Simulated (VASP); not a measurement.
The system is TaN.

```
Ta N
1.0
     0.00000    2.17900    2.17900
     2.17900    0.00000    2.17900
     2.17900    2.17900    0.00000
Ta N
1 1
Direct
  0.50000 0.50000 0.50000
  0.00000 0.00000 0.00000
```

```yaml
Program: VASP 6.6.1
Task: relaxation of cell and atoms
Functional: PBEsol
Potentials_or_basis: VASP PAW PBE potentials, release 64 (Ta_pv, N)
Cutoff: 600 eV
k_mesh: 9 × 9 × 9
Occupations: fermi-dirac, width 0.05 eV
Spin: no spin polarisation
```

At the start: pressure 5.4 GPa; volume 10.35 Å³/atom.

**Question.** How do energy, volume and symmetry change on relaxing?

**Answer.** Over 3 steps the energy falls by 2.5 meV/atom and the volume is 10.50 Å³/atom (+1.5 %); space group Fm-3m (No. 225, to 0.05 Å).

Step by step:
```
step  energy change (eV)  largest force (eV/Å)  pressure (GPa)  volume (Å³)
   1              0.0000                0.0000            5.35        20.69
   2              0.0231                0.0000          -11.61        21.74
   3             -0.0050                0.0000           -0.05        21.00
```

Final structure:
```cif
data_structure
_symmetry_space_group_name_H-M 'P 1'
_symmetry_Int_Tables_number 1
_cell_length_a 3.0967
_cell_length_b 3.0967
_cell_length_c 3.0967
_cell_angle_alpha 60.000
_cell_angle_beta 60.000
_cell_angle_gamma 60.000
_cell_volume 21.00
loop_
_atom_site_label
_atom_site_type_symbol
_atom_site_fract_x
_atom_site_fract_y
_atom_site_fract_z
_atom_site_occupancy
Ta1 Ta 0.50000 0.50000 0.50000 1
N1 N 0.00000 0.00000 0.00000 1
```

Caveat: the PAW data sets were made with another functional, which shifts forces and pressure a little.
